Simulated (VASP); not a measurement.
# Te2Mo in VASP: further runs

Te2Mo is run at these levels: LDA; tasks: single point.

Everything below comes from runs of VASP 6.6.1. Logs are shortened: lines on timing, memory, paths and dates and some standing lists are left out, and cuts for length are marked.

**1. The cell of the first run**

The cell holds a slab with vacuum, 3 atoms: a = 3.703 Å, b = 3.703 Å, c = 18.225 Å, α = 90.00°, β = 90.00°, γ = 120.00°.

**2. Single point, LDA (strain +0.040 along x and y, +0.040 along z)**

The input, INCAR:

```
PREC = Accurate ; ENCUT = 520
EDIFF = 1E-6 ; ISMEAR = 0
SIGMA = 0.05 ; LREAL = False
LASPH = True ; NELM = 60
ALGO = Normal ; ISIF = 2
LWAVE = False ; LCHARG = False
GGA = CA ; NBANDS = 20
```

The input, KPOINTS:

```
Automatic mesh
0
Gamma
  12 12 2
```

The input, POSCAR:

```
Te2Mo
1.0
    3.7026421266      0.0000000000      0.0000000000
   -1.8513210633      3.2065821427      0.0000000000
    0.0000000000      0.0000000000     18.2250201328
Te Mo
2 1
Direct
    0.3333333333      0.6666666667      0.8978554500
    0.3333333333      0.6666666667      0.1021445500
    0.0000000000      0.0000000000      0.0000000000
```

Potentials or basis: VASP PAW LDA potentials, release 64 (Te, Mo_sv).

Command:

```sh
$ cat potpaw_LDA.64/Te/POTCAR potpaw_LDA.64/Mo_sv/POTCAR > POTCAR
$ mpirun -np 1 vasp_std > vasp.out
```

OUTCAR:

```text
PREC = Accurate
   ENCUT = 520
   EDIFF = 1E-6
   ISMEAR = 0
   LREAL = False
   LASPH = True
   NELM = 60
   ISIF = 2
   GGA = CA

 ion  position               nearest neighbor table
   1  0.333  0.667  0.898-   3 2.83   3 2.83   3 2.83
   2  0.333  0.667  0.102-   3 2.83   3 2.83   3 2.83
   3  0.000  0.000  0.000-   1 2.83   2 2.83   1 2.83   2 2.83   1 2.83   2 2.83

  LATTYP: Found a hexagonal cell.
 ALAT       =     3.7026421266
 C/A-ratio  =     4.9221662558

  Lattice vectors:

 A1 = (   3.7026421266,   0.0000000000,   0.0000000000)
 A2 = (  -1.8513210633,   3.2065821427,   0.0000000000)
 A3 = (   0.0000000000,   0.0000000000,  18.2250201328)

Analysis of symmetry for initial positions (statically):
=====================================================================
 Subroutine PRICEL returns:
 Original cell was already a primitive cell.

 Routine SETGRP: Setting up the symmetry group for a
 hexagonal supercell.

 Subroutine GETGRP returns: Found 12 space group operations
 (whereof 12 operations were pure point group operations)
 out of a pool of 24 trial point group operations.

The static configuration has the point symmetry D_3h.

Analysis of symmetry for dynamics (positions and initial velocities):
=====================================================================
 Subroutine PRICEL returns:
 Original cell was already a primitive cell.

 Routine SETGRP: Setting up the symmetry group for a
 hexagonal supercell.

 Subroutine GETGRP returns: Found 12 space group operations
 (whereof 12 operations were pure point group operations)
 out of a pool of 24 trial point group operations.

The dynamic configuration has the point symmetry D_3h.

 Subroutine INISYM returns: Found 12 space group operations
 (whereof 12 operations are pure point group operations),
 and found     1 'primitive' translations

----------------------------------------------------------------------------------------

                                     Primitive cell

  volume of cell :     216.3825

  direct lattice vectors                    reciprocal lattice vectors
     3.702642127  0.000000000  0.000000000     0.270077411  0.155929266  0.000000000
    -1.851321063  3.206582143  0.000000000     0.000000000  0.311858532  0.000000000
     0.000000000  0.000000000 18.225020133     0.000000000  0.000000000  0.054869624

  length of vectors
     3.702642127  3.702642127 18.225020133     0.311858532  0.311858532  0.054869624

  position of ions in fractional coordinates (direct lattice)
[... 81 lines left out ...]
   EDIFF  = 0.1E-05   stopping-criterion for ELM
   LREAL  =      F    real-space projection
   EDIFFG = 0.1E-04   stopping-criterion for IOM
   NSW    =      0    number of steps for IOM
   IBRION =     -1    ionic relax: 0-MD 1-quasi-New 2-CG
   NFREE  =      0    steps in history (QN), initial steepest desc. (CG)
   ISIF   =      2    stress and relaxation
   ISYM   =      2    0-nonsym 1-usesym 2-fastsym
   POTIM  = 0.5000    time-step for ionic-motion
   TEBEG  =    0.0;   TEEND  =   0.0 temperature during run
   PSTRESS=    0.0 pullay stress
   NELECT =      26.0000    total number of electrons
   NUPDOWN=      -1.0000    fix difference up-down
   EMIN   =  10.00;   EMAX   =-10.00  energy-range for DOS
   EFERMI =   0.00;   METHOD = LEGACY
   ISMEAR =     0;   SIGMA  =   0.05  broadening in eV -4-tet -1-fermi 0-gaus
   EFERMI_NEDOS =   21; number of points for ismear=-14 and -15
   IALGO  =     38    algorithm
   IMIX   =      4    mixing-type and parameters
     AMIX     =   0.40;   BMIX     =  1.00
     AMIX_MAG =   1.60;   BMIX_MAG =  1.00
  volume/ion in A,a.u.               =      72.13       486.74
  Fermi-wavevector in a.u.,A,eV,Ry     =   0.807840  1.526596  8.879232  0.652605
  Thomas-Fermi vector in A             =   1.916534
   LORBIT       =      0    0 simple, 1 ext, 2 COOP (PROOUT), +10 PAW based schemes
   GGA     = CA    functional components
   LHFCALC =     F    Hartree Fock is set to
   AEXX    =    0.0000 exact exchange contribution
   IVDW    =     0    specifies the selected vdW correction
   LEPSILON=     F    determine dielectric tensor
   LRPA    =     F    only Hartree local field effects (RPA)
 non-spin polarized calculation
 Gauss-broadening in eV      SIGMA  =   0.05
  energy-cutoff  :      520.00
  volume of cell :      216.38
 maximum number of plane-waves:      5862
 NGX is ok and might be reduce to    28
   NGX = 13   NGY = 13   NGZ = 67

 number of electron      25.9999998 magnetization

 Free energy of the ion-electron system (eV)
  ---------------------------------------------------
  ext. energy  EPLUGINS =         0.00000000
  ---------------------------------------------------
  free energy    TOTEN  =       -19.90263789 eV

  energy without entropy =      -19.90263789  energy(sigma->0) =      -19.90263789

 E-fermi :  -0.3118     XC(G=0):  -4.5459

 val. band max:       -0.6472286316   @ k =   0.3333   0.3333   0.5000
 cond. band min:       0.2282038023   @ k =   0.3333   0.3333   0.5000
 fundamental gap:      0.8754324338
 Fermi energy:        -0.3118372500

 k-point     1 :       0.0000    0.0000    0.0000
  band No.  band energies     occupation
      1     -61.1582      2.00000
      2     -35.4152      2.00000
      3     -35.3652      2.00000
      4     -35.3652      2.00000
      5     -12.6310      2.00000
      6     -11.8682      2.00000
[... 541 lines left out ...]
     19       4.9787      0.00000
     20       5.3793      0.00000

 [... further k-points ...]

------------------------ aborting loop because EDIFF is reached ----------------------------------------

  FORCE on cell =-STRESS in cart. coord.  units (eV):
  Direction    XX          YY          ZZ          XY          YZ          ZX
  --------------------------------------------------------------------------------------
  -------------------------------------------------------------------------------------
  Total       -6.4299501     -6.4299501     -6.3840448      0.0000000      0.0000000      0.0000000
  in kB      -47.6097673    -47.6097673    -47.2698671      0.0000000      0.0000000      0.0000000
  external PRESSURE =     -47.4964672 kB  Pullay stress =       0.0000000 kB

 VOLUME and BASIS-vectors are now :
 -----------------------------------------------------------------------------
  energy-cutoff  :      520.00
  volume of cell :      216.38
      direct lattice vectors                 reciprocal lattice vectors
     3.702642127  0.000000000  0.000000000     0.270077411  0.155929266  0.000000000
    -1.851321063  3.206582143  0.000000000     0.000000000  0.311858532  0.000000000
     0.000000000  0.000000000 18.225020133     0.000000000  0.000000000  0.054869624

 POSITION                                       TOTAL-FORCE (eV/Angst)
 -----------------------------------------------------------------------------------
     -0.00000      2.13772     16.36343        -0.000000      0.000000      1.711718
     -0.00000      2.13772      1.86159        -0.000000     -0.000000     -1.711718
      0.00000      0.00000      0.00000         0.000000      0.000000      0.000000
 -----------------------------------------------------------------------------------
    total drift:                                0.000000     -0.000000     -0.000000

  FREE ENERGIE OF THE ION-ELECTRON SYSTEM (eV)
  ---------------------------------------------------
  free  energy   TOTEN  =       -19.9026378853 eV

  energy  without entropy=      -19.9026378853  energy(sigma->0) =      -19.90263789
```

OSZICAR:

```text
N       E                     dE             d eps       ncg     rms          rms(c)
DAV:   1     0.123270495339E+03    0.12327E+03   -0.11299E+04  2048   0.102E+03
DAV:   2    -0.125616117471E+02   -0.13583E+03   -0.13208E+03  2064   0.217E+02
DAV:   3    -0.206025076879E+02   -0.80409E+01   -0.79689E+01  1980   0.434E+01
[... 13 lines left out ...]
DAV:  17    -0.199025759666E+02   -0.24725E-04   -0.14075E-06  1604   0.555E-03    0.430E-03
DAV:  18    -0.199026135463E+02   -0.37580E-04   -0.37437E-06  1512   0.506E-03    0.286E-03
DAV:  19    -0.199026296609E+02   -0.16115E-04   -0.69767E-07  1300   0.308E-03    0.173E-03
DAV:  20    -0.199026371588E+02   -0.74979E-05   -0.37306E-07  1348   0.172E-03    0.559E-04
DAV:  21    -0.199026378853E+02   -0.72646E-06   -0.28188E-08  1080   0.799E-04
   1 F= -.19902638E+02 E0= -.19902638E+02  d E =-.112693E-22
```

It took 5.6 min on 1 thread of Intel Xeon 8259CL, shared host; peak memory 0.35 GiB.

Results:

| Item | Value |
| --- | --- |
| Free energy | -19.9026 eV |
| Largest force | 1.712 eV/Å |
| Band gap on the k mesh | 0.88 eV, direct |

Forces in eV/Å, atoms in the order of the input:
```
Te   0.000  0.000  1.712
Te   0.000  0.000 -1.712
Mo   0.000  0.000  0.000
```

Caveat: the cell differs from its parent crystal (strain +0.040 along x and y, +0.040 along z); spin-orbit coupling is left out, which moves the levels of the heavy elements.

**3. Single point, LDA (strain +0.080 along x and y, +0.000 along z)**

The input, INCAR:

```
PREC = Accurate
ENCUT = 520
EDIFF = 1E-6
ISMEAR = 0
SIGMA = 0.05
LREAL = False
LASPH = True
NELM = 60
ALGO = Normal
ISIF = 2
LWAVE = False
LCHARG = False
NBANDS = 20
```

The input, KPOINTS:

```
regular mesh
0
Gamma
  12 12 2
```

The input, POSCAR:

```
Te2Mo
1.0
    3.8450514391      0.0000000000      0.0000000000
   -1.9225257196      3.3299122251      0.0000000000
    0.0000000000      0.0000000000     17.5240578200
Te Mo
2 1
Direct
    0.3333333333      0.6666666667      0.8978554500
    0.3333333333      0.6666666667      0.1021445500
    0.0000000000      0.0000000000      0.0000000000
```

Potentials or basis: VASP PAW LDA potentials, release 64 (Te, Mo_sv).

Command:

```sh
$ cat potpaw_LDA.64/Te/POTCAR potpaw_LDA.64/Mo_sv/POTCAR > POTCAR
$ mpirun -np 1 vasp_std > vasp.out
```

Run time: 7.2 min. Hardware: 1 thread of Intel Xeon 8259CL, shared host; peak memory 0.38 GiB.

Results (log left out):

- Free energy: -19.5757 eV
- Largest force: 1.388 eV/Å
- Band gap on the k mesh: 0.55 eV, indirect (least direct gap 0.66 eV)

Forces on the atoms (eV/Å):
```
Te   0.000  0.000  1.388
Te   0.000  0.000 -1.388
Mo   0.000  0.000  0.000
```

Levels at points of the mesh, in eV from the valence-band top:
| k point | band 10 | band 11 | band 12 | band 13 | band 14 | band 15 | band 16 | band 17 |
| --- | --- | --- | --- | --- | --- | --- | --- | --- |
| (0.00, 0.00, 0.00) | -1.05 | -1.05 | -1.03 | 0.00 | 2.27 | 2.27 | 2.49 | 2.49 |
| (0.50, 0.00, 0.00) | -2.15 | -1.16 | -0.78 | -0.48 | 0.90 | 1.15 | 2.75 | 3.03 |
| (0.00, 0.00, 0.50) | -1.05 | -1.05 | -1.03 | 0.00 | 2.27 | 2.27 | 2.49 | 2.49 |
| (0.50, 0.00, 0.50) | -2.15 | -1.16 | -0.78 | -0.48 | 0.90 | 1.15 | 2.75 | 3.03 |

Caveat: the cell differs from its parent crystal (strain +0.080 along x and y, +0.000 along z); spin-orbit coupling is left out, which moves the levels of the heavy elements.

**4. Single point, LDA (strain +0.040 along x and y, +0.080 along z)**

INCAR is that of step 3.

The input, KPOINTS:

```
Automatic mesh
0
Gamma
  12 12 2
```

The input, POSCAR:

```
Te2Mo
1.0
    3.7026421266      0.0000000000      0.0000000000
   -1.8513210633      3.2065821427      0.0000000000
    0.0000000000      0.0000000000     18.9259824456
Te Mo
2 1
Direct
    0.3333333333      0.6666666667      0.8978554500
    0.3333333333      0.6666666667      0.1021445500
    0.0000000000      0.0000000000      0.0000000000
```

Command:

```sh
$ cat potpaw_LDA.64/Te/POTCAR potpaw_LDA.64/Mo_sv/POTCAR > POTCAR
$ mpirun -np 1 vasp_std > vasp.out
```

Run time: 7 min. Hardware: 1 thread of Intel Xeon 8259CL, shared host; peak memory 0.36 GiB.

The run converged. Its results:

* Free energy: -19.6129 eV
* Largest force: 2.311 eV/Å
* Band gap on the k mesh: 0.92 eV, direct

Forces on the atoms (eV/Å):
```
Te   0.000  0.000  2.311
Te   0.000  0.000 -2.311
Mo   0.000  0.000  0.000
```

Levels at points of the mesh, in eV from the valence-band top:
```csv
k point,band 9,band 10,band 11,band 12,band 13,band 14,band 15,band 16,band 17,band 18
"(0.00, 0.00, 0.00)",-1.32,-1.32,-0.74,-0.74,-0.45,2.43,2.43,2.55,2.55,3.99
"(0.50, 0.00, 0.00)",-2.90,-1.94,-1.63,-0.61,-0.36,1.14,1.39,2.62,2.85,3.53
"(0.00, 0.00, 0.50)",-1.32,-1.32,-0.74,-0.74,-0.45,2.43,2.43,2.55,2.55,4.01
"(0.50, 0.00, 0.50)",-2.90,-1.94,-1.63,-0.61,-0.36,1.14,1.39,2.62,2.85,3.53
```

Caveat: the cell differs from its parent crystal (strain +0.040 along x and y, +0.080 along z); spin-orbit coupling is left out, which moves the levels of the heavy elements.

**5. Overview**

```csv
cell,gap on the mesh (eV),largest force (eV/Å)
"a = 3.703, b = 3.703, c = 18.225 Å, angles 90.0, 90.0, 120.0°, 3 atoms",0.88,1.71
"a = 3.845, b = 3.845, c = 17.524 Å, angles 90.0, 90.0, 120.0°, 3 atoms",0.55,1.39
"a = 3.703, b = 3.703, c = 18.926 Å, angles 90.0, 90.0, 120.0°, 3 atoms",0.92,2.31
```

Alike in all rows: task single point; level LDA; potentials or basis VASP PAW LDA potentials, release 64 (Te, Mo_sv); no spin polarisation; k mesh 12 × 12 × 2; cutoff (eV) 520; smearing gaussian 0.05 eV.

Caveats: spin-orbit coupling is left out, which moves the levels of the heavy elements.

Total energies depend on the potentials used, so only differences within one code and one set of settings carry meaning.
